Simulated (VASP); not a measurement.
# Cu (Cmcm) in VASP: further runs

The runs below take Cu through single point, with PBEsol.

All numbers are computed with VASP 6.6.1; they aren't measurements. Logs are shortened: lines on timing, memory, paths and dates and some standing lists are left out, and cuts for length are marked.

## 1. The cell of the first run

The structure is orthorhombic, space group Cmcm (No. 63). The conventional cell has a = 2.387 Å, b = 7.790 Å, c = 2.425 Å, α = 90.00°, β = 90.00°, γ = 90.00°. Within 3.2 Å of Cu (site symmetry m2m) lie 10 Cu at 2.39 to 2.48 Å.

## 2. Single point, PBEsol

Contents of INCAR:

```
ALGO = Normal
EDIFF = 1E-6
ENCUT = 520
GGA = PS
ISIF = 2
ISMEAR = -1
LASPH = T
LCHARG = T
LELF = T
LREAL = F
LVHAR = T
LWAVE = F
NBANDS = 18
NELM = 100
PREC = Accurate
SIGMA = 0.05
```

Contents of KPOINTS:

```
k-points
0
Gamma
  11 11 11
```

Contents of POSCAR:

```
Cu
1.0
    1.1935901047     -3.8952046620      0.0000000000
    1.1935901047      3.8952046620      0.0000000000
    0.0000000000      0.0000000000      2.4249610270
Cu
2
Direct
    0.8661333500      0.1338666500      0.7500000000
    0.1338666500      0.8661333500      0.2500000000
```

Potentials or basis: VASP PAW PBE potentials, release 64 (Cu).

Command:

```
$ cat potpaw_PBE.64/Cu/POTCAR > POTCAR
$ mpirun -np 1 vasp_std > vasp.out
```

OUTCAR:

```text
EDIFF = 1E-6
   ENCUT = 520
   GGA = PS
   ISIF = 2
   ISMEAR = -1
   LASPH = T
   LREAL = F
   NELM = 100
   PREC = Accurate

 ion  position               nearest neighbor table
   1  0.866  0.134  0.750-   2 2.41   2 2.41   2 2.48   2 2.48   2 2.48   2 2.48
   2  0.134  0.866  0.250-   1 2.41   1 2.41   1 2.48   1 2.48   1 2.48   1 2.48

  LATTYP: Found a base centered orthorhombic cell.
 ALAT       =     2.3871802094
 B/A-ratio  =     3.2634357864
 C/A-ratio  =     1.0158265461

  Lattice vectors:

 A1 = (   1.1935901047,  -3.8952046620,   0.0000000000)
 A2 = (   1.1935901047,   3.8952046620,   0.0000000000)
 A3 = (   0.0000000000,   0.0000000000,   2.4249610270)

Analysis of symmetry for initial positions (statically):
=====================================================================
 Subroutine PRICEL returns:
 Original cell was already a primitive cell.

 Routine SETGRP: Setting up the symmetry group for a
 base centered orthorhombic supercell.

 Subroutine GETGRP returns: Found  8 space group operations
 (whereof  4 operations were pure point group operations)
 out of a pool of  8 trial point group operations.

The static configuration has the point symmetry C_2h.
 The point group associated with its full space group is D_2h.

Analysis of symmetry for dynamics (positions and initial velocities):
=====================================================================
 Subroutine PRICEL returns:
 Original cell was already a primitive cell.

 Routine SETGRP: Setting up the symmetry group for a
 base centered orthorhombic supercell.

 Subroutine GETGRP returns: Found  8 space group operations
 (whereof  4 operations were pure point group operations)
 out of a pool of  8 trial point group operations.

The dynamic configuration has the point symmetry C_2h.
 The point group associated with its full space group is D_2h.

 Subroutine INISYM returns: Found  8 space group operations
 (whereof  4 operations are pure point group operations),
 and found     1 'primitive' translations

----------------------------------------------------------------------------------------

                                     Primitive cell

  volume of cell :      22.5486

  direct lattice vectors                    reciprocal lattice vectors
     1.193590105 -3.895204662  0.000000000     0.418904277 -0.128362960  0.000000000
     1.193590105  3.895204662  0.000000000     0.418904277  0.128362960  0.000000000
     0.000000000  0.000000000  2.424961027     0.000000000  0.000000000  0.412377761

  length of vectors
     4.073975540  4.073975540  2.424961027     0.438129938  0.438129938  0.412377761

  position of ions in fractional coordinates (direct lattice)
     0.866133350  0.133866650  0.750000000
     0.133866650  0.866133350  0.250000000

  ion indices of the primitive-cell ions
   primitive index   ion index
                 1           1
                 2           2

----------------------------------------------------------------------------------------

 KPOINTS: k-points

Automatic generation of k-mesh.
 Grid dimensions read from file:
 generate k-points for:   11   11   11

 Generating k-lattice:

  Cartesian coordinates                     Fractional coordinates (reciprocal lattice)
     0.038082207 -0.011669360  0.000000000     0.090909091 -0.000000000  0.000000000
     0.038082207  0.011669360  0.000000000    -0.000000000  0.090909091  0.000000000
     0.000000000  0.000000000  0.037488887     0.000000000  0.000000000  0.090909091

  Length of vectors
     0.039829994  0.039829994  0.037488887

  Shift w.r.t. Gamma in fractional coordinates (k-lattice)
     0.000000000  0.000000000  0.000000000

 Subroutine IBZKPT returns following result:
 ===========================================

 Found    216 irreducible k-points:

 Following reciprocal coordinates:
            Coordinates               Weight
  0.000000  0.000000  0.000000      1.000000
  0.090909 -0.000000  0.000000      4.000000
  0.181818  0.000000  0.000000      4.000000
  0.272727 -0.000000  0.000000      4.000000
  0.363636 -0.000000  0.000000      4.000000
  0.454545  0.000000  0.000000      4.000000
[... 16 lines left out ...]
 -0.272727  0.181818  0.000000      4.000000
 -0.181818  0.181818  0.000000      2.000000
 [... further k-points ...]
   k-points           NKPTS =    216   k-points in BZ     NKDIM =    216   number of bands    NBANDS=     18
   number of dos      NEDOS =    301   number of ions     NIONS =      2
   total plane-waves  NPLWV =  16200
   dimension x,y,z NGX =    30 NGY =   30 NGZ =   18
   dimension x,y,z NGXF=    60 NGYF=   60 NGZF=   36
   ions per type =               2
   NGX,Y,Z   is equivalent  to a cutoff of  12.24, 12.24, 12.34 a.u.
   NGXF,Y,Z  is equivalent  to a cutoff of  24.48, 24.48, 24.68 a.u.
 SYSTEM =  unknown system
   PREC   = accura    normal or accurate (medium, high low for compatibility)
   ISTART =      0    job   : 0-new  1-cont  2-samecut
   ICHARG =      2    charge: 1-file 2-atom 10-const
   ISPIN  =      1    spin polarized calculation?
   LNONCOLLINEAR =      F non collinear calculations
   LSORBIT =      F    spin-orbit coupling
   LASPH  =      T    aspherical Exc in radial PAW
   ENCUT  =  520.0 eV  38.22 Ry    6.18 a.u.   7.57  7.57  4.51*2*pi/ulx,y,z
   NELM   =    100;   NELMIN=  2; NELMDL= -5     # of ELM steps
   EDIFF  = 0.1E-05   stopping-criterion for ELM
   LREAL  =      F    real-space projection
   EDIFFG = 0.1E-04   stopping-criterion for IOM
   NSW    =      0    number of steps for IOM
   IBRION =     -1    ionic relax: 0-MD 1-quasi-New 2-CG
   NFREE  =      0    steps in history (QN), initial steepest desc. (CG)
   ISIF   =      2    stress and relaxation
   ISYM   =      2    0-nonsym 1-usesym 2-fastsym
   POTIM  = 0.5000    time-step for ionic-motion
   TEBEG  =    0.0;   TEEND  =   0.0 temperature during run
   PSTRESS=    0.0 pullay stress
   NELECT =      22.0000    total number of electrons
   NUPDOWN=      -1.0000    fix difference up-down
   EMIN   =  10.00;   EMAX   =-10.00  energy-range for DOS
   EFERMI =   0.00;   METHOD = LEGACY
   ISMEAR =    -1;   SIGMA  =   0.05  broadening in eV -4-tet -1-fermi 0-gaus
   EFERMI_NEDOS =   21; number of points for ismear=-14 and -15
   IALGO  =     38    algorithm
[... 22 lines left out ...]
  ---------------------------------------------------
  ext. energy  EPLUGINS =         0.00000000
  ---------------------------------------------------
  free energy    TOTEN  =        -8.26901101 eV

  energy without entropy =       -8.26526043  energy(sigma->0) =       -8.26713572

 E-fermi :   7.9998     XC(G=0): -13.1462

 val. band max:        7.9701574533   @ k =  -0.3636   0.3636   0.3636
 cond. band min:       8.0333697227   @ k =  -0.4545   0.3636   0.4545
 fundamental gap:      0.0632122694
 Fermi energy:         7.9998270654

 k-point     1 :       0.0000    0.0000    0.0000
  band No.  band energies     occupation
      1      -1.7630      2.00000
      2       2.6522      2.00000
      3       3.4762      2.00000
      4       4.0031      2.00000
      5       4.7774      2.00000
      6       5.0683      2.00000
[... 10 lines left out ...]
     17      28.2949      0.00000
     18      30.2833      0.00000

 k-point     2 :       0.0909   -0.0000    0.0000
  band No.  band energies     occupation
      1      -1.5139      2.00000
      2       2.7475      2.00000
      3       3.5728      2.00000
      4       4.0925      2.00000
      5       4.8070      2.00000
      6       5.0549      2.00000
[... 10 lines left out ...]
     17      28.9949      0.00000
     18      31.9948      0.00000

 k-point     3 :       0.1818    0.0000    0.0000
  band No.  band energies     occupation
      1      -0.7888      2.00000
      2       2.9790      2.00000
      3       3.8225      2.00000
      4       4.2970      2.00000
      5       4.7232      2.00000
      6       4.8844      2.00000
[... 10 lines left out ...]
     17      29.3206      0.00000
     18      32.4470      0.00000

 k-point     4 :       0.2727   -0.0000    0.0000
  band No.  band energies     occupation
      1       0.3267      2.00000
      2       3.2059      2.00000
      3       4.0017      2.00000
      4       4.1017      2.00000
      5       4.7949      2.00000
      6       4.9737      2.00000
[... 10 lines left out ...]
     17      29.7117      0.00000
     18      32.0529      0.00000

 k-point     5 :       0.3636   -0.0000    0.0000
  band No.  band energies     occupation
      1       1.5941      2.00000
      2       3.2020      2.00000
      3       3.8694      2.00000
      4       4.3330      2.00000
      5       4.8115      2.00000
      6       5.0275      2.00000
[... 10 lines left out ...]
     17      28.3051      0.00000
     18      30.3231      0.00000

 k-point     6 :       0.4545    0.0000    0.0000
  band No.  band energies     occupation
      1       2.4671      2.00000
      2       3.0519      2.00000
      3       3.9553      2.00000
      4       4.6441      2.00000
      5       4.8252      2.00000
      6       5.0458      2.00000
[... 10 lines left out ...]
     17      30.4841      0.00000
     18      30.8664      0.00000

 k-point     7 :       0.0909    0.0909    0.0000
  band No.  band energies     occupation
      1      -0.8709      2.00000
      2       2.9894      2.00000
      3       3.8736      2.00000
      4       4.2474      2.00000
      5       4.8051      2.00000
      6       4.8582      2.00000
[... 10 lines left out ...]
     17      29.2852      0.00000
     18      32.7738      0.00000

 k-point     8 :       0.1818    0.0909    0.0000
  band No.  band energies     occupation
      1       0.1794      2.00000
      2       3.2515      2.00000
      3       3.9876      2.00000
      4       4.1485      2.00000
      5       4.8151      2.00000
      6       4.9305      2.00000
[... 10 lines left out ...]
     17      29.6424      0.00000
     18      33.3952      0.00000
[... 229 lines left out ...]
     17      30.2799      0.00000
     18      31.1227      0.00000

 k-point    20 :       0.4545    0.1818    0.0000
  band No.  band energies     occupation
      1       2.1252      2.00000
      2       2.8848      2.00000
      3       4.1193      2.00000
      4       4.3658      2.00000
      5       4.6071      2.00000
      6       5.1001      2.00000
[... 10 lines left out ...]
     17      29.4262      0.00000
     18      29.8153      0.00000

 k-point    21 :      -0.4545    0.1818    0.0000
  band No.  band energies     occupation
      1       1.0155      2.00000
      2       2.8826      2.00000
      3       3.9498      2.00000
      4       4.1174      2.00000
      5       4.6323      2.00000
      6       5.1510      2.00000
[... 10 lines left out ...]
     17      28.1561      0.00000
     18      29.7387      0.00000

 k-point    22 :      -0.3636    0.1818    0.0000
  band No.  band energies     occupation
      1      -0.1511      2.00000
      2       2.7523      2.00000
      3       3.6380      2.00000
      4       4.3338      2.00000
      5       4.4531      2.00000
      6       5.0363      2.00000
[... 10 lines left out ...]
     17      29.5809      0.00000
     18      29.9858      0.00000

 k-point    23 :      -0.2727    0.1818    0.0000
  band No.  band energies     occupation
      1      -1.0096      2.00000
      2       2.5760      2.00000
      3       3.4500      2.00000
      4       4.1683      2.00000
      5       4.7645      2.00000
      6       4.9773      2.00000
[... 10 lines left out ...]
     17      29.2329      0.00000
     18      30.4253      0.00000

 k-point    24 :      -0.1818    0.1818    0.0000
  band No.  band energies     occupation
      1      -1.4211      2.00000
      2       2.5470      2.00000
      3       3.3958      2.00000
      4       4.0583      2.00000
      5       4.8962      2.00000
      6       4.9301      2.00000
[... 10 lines left out ...]
     17      30.0744      0.00000
     18      30.1691      0.00000

 [... further k-points ...]

------------------------ aborting loop because EDIFF is reached ----------------------------------------

  FORCE on cell =-STRESS in cart. coord.  units (eV):
  Direction    XX          YY          ZZ          XY          YZ          ZX
  --------------------------------------------------------------------------------------
  -------------------------------------------------------------------------------------
  Total        1.3002354      1.3058796      1.4775351      0.0000000      0.0000000      0.0000000
  in kB       92.3873102     92.7883563    104.9852115      0.0000000      0.0000000      0.0000000
  external PRESSURE =      96.7202927 kB  Pullay stress =       0.0000000 kB

 VOLUME and BASIS-vectors are now :
 -----------------------------------------------------------------------------
  energy-cutoff  :      520.00
  volume of cell :       22.55
      direct lattice vectors                 reciprocal lattice vectors
     1.193590105 -3.895204662  0.000000000     0.418904277 -0.128362960  0.000000000
     1.193590105  3.895204662  0.000000000     0.418904277  0.128362960  0.000000000
     0.000000000  0.000000000  2.424961027     0.000000000  0.000000000  0.412377761

 POSITION                                       TOTAL-FORCE (eV/Angst)
 -----------------------------------------------------------------------------------
      1.19359     -2.85233      1.81872         0.000000     -0.086767      0.000000
      1.19359      2.85233      0.60624         0.000000      0.086767     -0.000000
 -----------------------------------------------------------------------------------
    total drift:                                0.000000      0.000000      0.000000

  FREE ENERGIE OF THE ION-ELECTRON SYSTEM (eV)
  ---------------------------------------------------
  free  energy   TOTEN  =        -8.2690110103 eV

  energy  without entropy=       -8.2652604319  energy(sigma->0) =       -8.26713572
```

It took 37 s on 1 thread of Intel Xeon 6975P-C (Granite Rapids), shared host; peak memory 0.19 GiB.

Results:

```
Free energy            : -8.2690 eV
Pressure               : 9.7 GPa
Largest force          : 0.087 eV/Å
Band gap on the k mesh : zero (band 11 reaches 11.89 eV, above the bottom of band 12 at 6.32 eV)
```

Forces in eV/Å, atoms in the order of the input:
```
Cu   0.000 -0.087  0.000
Cu   0.000  0.087  0.000
```

Stress tensor (GPa, compression positive):
```
 9.24  0.00  0.00
 0.00  9.28  0.00
 0.00  0.00 10.50
```

Levels at points of the mesh, in eV from the Fermi level:
```csv
k point,band 9,band 10,band 11,band 12,band 13,band 14
"(0.00, 0.00, 0.00)",-1.90,-1.75,-1.48,-0.22,5.13,15.26
```

Caveat: the PAW data sets were made with another functional, which shifts forces and pressure a little.

## 3. Single point, PBEsol

This run uses another cell than the first one, of 11.51 Å³/atom, 1.021 times its volume.

Contents of INCAR:

```
SYSTEM = Cu
  ALGO = Normal
  EDIFF = 1E-6
  ENCUT = 520
  GGA = PS
  ISIF = 2
  ISMEAR = -1
  LASPH = .TRUE.
  LCHARG = .TRUE.
  LELF = .TRUE.
  LREAL = .FALSE.
  LVHAR = .TRUE.
  LWAVE = .FALSE.
  NBANDS = 18
  NELM = 100
  PREC = Accurate
  SIGMA = 0.05
```

Contents of KPOINTS:

```
k-points
0
G
  11 11 11
  0 0 0
```

Contents of POSCAR:

```
Cu
1.0
    1.2019959458     -3.9226365845      0.0000000000
    1.2019959458      3.9226365845      0.0000000000
    0.0000000000      0.0000000000      2.4420387800
Cu
2
Direct
    0.8661333500      0.1338666500      0.7500000000
    0.1338666500      0.8661333500      0.2500000000
```

Potentials or basis: VASP PAW PBE potentials, release 64 (Cu).

Command:

```
$ cat potpaw_PBE.64/Cu/POTCAR > POTCAR
$ mpirun -np 1 vasp_std > vasp.out
```

Run time: 31 s. Hardware: 1 thread of Intel Xeon 6975P-C (Granite Rapids), shared host; peak memory 0.2 GiB.

Results (log left out):

| Item | Value |
| --- | --- |
| Free energy | -8.2921 eV |
| Pressure | 5.7 GPa |
| Largest force | 0.055 eV/Å |
| Band gap on the k mesh | zero (band 11 reaches 11.58 eV, above the bottom of band 12 at 6.06 eV) |

Forces on the atoms (eV/Å):
```
Cu   0.000 -0.055  0.000
Cu   0.000  0.055  0.000
```

Stress tensor (GPa, compression positive):
```
5.53 0.00 0.00
0.00 5.27 0.00
0.00 0.00 6.41
```

Levels at points of the mesh, in eV from the Fermi level:
```tsv
k point	band 8	band 9	band 10	band 11	band 12	band 13	band 14	band 15
(0.00, 0.00, 0.00)	-2.09	-1.88	-1.73	-1.47	-0.18	5.01	15.07	18.85
```

Caveat: the PAW data sets were made with another functional, which shifts forces and pressure a little.

## 4. Single point, PBEsol

This run uses another cell than the first one, of 11.75 Å³/atom, 1.043 times its volume.

Contents of INCAR:

```
SYSTEM = Cu
PREC = Accurate ; ENCUT = 520
EDIFF = 1E-6 ; ISMEAR = -1
SIGMA = 0.05 ; LREAL = .FALSE.
LASPH = .TRUE. ; NELM = 60
ALGO = Fast ; ISIF = 2
LWAVE = .FALSE. ; LCHARG = .TRUE.
GGA = PS ; LELF = .TRUE.
LVHAR = .TRUE. ; NBANDS = 18
```

Contents of KPOINTS:

```
regular mesh
0
G
  11 11 11
  0 0 0
```

Contents of POSCAR:

```
Cu
1.0
    1.2102858349     -3.9496901055      0.0000000000
    1.2102858349      3.9496901055      0.0000000000
    0.0000000000      0.0000000000      2.4588809590
Cu
2
Direct
    0.8661333500      0.1338666500      0.7500000000
    0.1338666500      0.8661333500      0.2500000000
```

Command:

```
$ cat potpaw_PBE.64/Cu/POTCAR > POTCAR
$ mpirun -np 1 vasp_std > vasp.out
```

It took 40 s on 1 thread of Intel Xeon 6975P-C (Granite Rapids), shared host; peak memory 0.2 GiB.

It converged, with:

```
Free energy            : -8.3042 eV
Pressure               : 2.7 GPa
Largest force          : 0.027 eV/Å
Band gap on the k mesh : zero (band 11 reaches 11.29 eV, above the bottom of band 12 at 5.82 eV)
```

Forces in eV/Å, atoms in the order of the input:
```
Cu   0.000 -0.027  0.000
Cu   0.000  0.027  0.000
```

Stress tensor (GPa, compression positive):
```
2.75 0.00 0.00
0.00 2.20 0.00
0.00 0.00 3.29
```

Levels at points of the mesh, in eV from the Fermi level:
```csv
k point,band 8,band 9,band 10,band 11,band 12,band 13,band 14,band 15
"(0.00, 0.00, 0.00)",-2.06,-1.85,-1.71,-1.46,-0.14,4.89,14.89,18.60
```

Caveat: the PAW data sets were made with another functional, which shifts forces and pressure a little.

## 5. Single point, PBEsol

This run uses another cell than the first one, of 11.99 Å³/atom, 1.064 times its volume.

Changes to INCAR since step 4:

```diff
@@ -2,3 +2,3 @@
 PREC = Accurate ; ENCUT = 520
-EDIFF = 1E-6 ; ISMEAR = -1
+EDIFF = 1E-7 ; ISMEAR = -1
 SIGMA = 0.05 ; LREAL = .FALSE.
```

KPOINTS is that of step 4.

Contents of POSCAR:

```
Cu
1.0
    1.2184636900     -3.9763780104      0.0000000000
    1.2184636900      3.9763780104      0.0000000000
    0.0000000000      0.0000000000      2.4754955235
Cu
2
Direct
    0.8661333500      0.1338666500      0.7500000000
    0.1338666500      0.8661333500      0.2500000000
```

Command:

```
$ cat potpaw_PBE.64/Cu/POTCAR > POTCAR
$ mpirun -np 1 vasp_std > vasp.out
```

Wall time 42 s (1 thread of Intel Xeon 6975P-C (Granite Rapids), shared host); peak memory 0.2 GiB.

The run converged. Its results:

| Quantity | Value |
| --- | --- |
| Free energy | -8.3063 eV |
| Pressure | -0.7 GPa |
| Band gap on the k mesh | zero (band 11 reaches 11.00 eV, above the bottom of band 12 at 5.59 eV) |

Stress tensor (GPa, compression positive):
```
-0.54  0.00  0.00
 0.00 -1.33  0.00
 0.00  0.00 -0.30
```

Levels at points of the mesh, in eV from the Fermi level:
```tsv
k point	band 7	band 8	band 9	band 10	band 11	band 12	band 13	band 14	band 15	band 16
(0.00, 0.00, 0.00)	-2.33	-2.03	-1.83	-1.69	-1.45	-0.10	4.78	14.71	18.36	19.23
```

Caveat: the PAW data sets were made with another functional, which shifts forces and pressure a little.

## 6. The runs side by side

```csv
cell,gap on the mesh (eV),pressure (GPa),largest force (eV/Å)
"a = 4.074, b = 4.074, c = 2.425 Å, angles 90.0, 90.0, 145.9°, 2 atoms",none,9.7,0.09
"a = 4.103, b = 4.103, c = 2.442 Å, angles 90.0, 90.0, 145.9°, 2 atoms",none,5.7,0.06
"a = 4.131, b = 4.131, c = 2.459 Å, angles 90.0, 90.0, 145.9°, 2 atoms",none,2.7,0.03
"a = 4.159, b = 4.159, c = 2.475 Å, angles 90.0, 90.0, 145.9°, 2 atoms",none,-0.7,-
```

Alike in all rows: task single point; level PBEsol; potentials or basis VASP PAW PBE potentials, release 64 (Cu); no spin polarisation; k mesh 11 × 11 × 11; cutoff (eV) 520; smearing fermi-dirac 0.05 eV.

Caveats: the PAW data sets were made with another functional, which shifts forces and pressure a little.

Absolute energies hang on the potentials; compare differences alone.
